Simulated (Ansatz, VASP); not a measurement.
**Two plane-wave programs on Rh**

```
Rh
1.0
     2.77995    0.00000    0.00000
    -1.38998    2.40751    0.00000
     0.00000    0.00000    4.08681
Rh
2
Direct
  0.66667 0.33333 0.75000
  0.33333 0.66667 0.25000
```

Alike in both runs: task single point; functional PBE; k mesh 21 × 21 × 12; occupations gaussian, width 0.15 eV; no spin polarisation.

|  | VASP | Ansatz |
| --- | --- | --- |
| version | VASP 6.6.1 | Ansatz 0.2.0 |
| potentials or method | VASP PAW PBE potentials, release 64 (Rh_pv), cutoff 520 eV | scalar-relativistic, plane waves, PAW |
| valence electrons in the cell | 30 | 34 |

Ansatz gave:

- gap on the k mesh at the Fermi level (eV): none
- pressure (GPa): 11.6
- traceless stress, the component that is largest in VASP (GPa): 16.34

Which values does VASP return?

gap on the k mesh at the Fermi level (eV): none; pressure (GPa): 11.6; traceless stress, the component that is largest in VASP (GPa): 16.33.

A gap of «none» marks a metal or a gap that the smearing closes. VASP's potentials hold 30 valence electrons a cell and Ansatz's 34, so a difference there can come from the potentials and not from the codes.
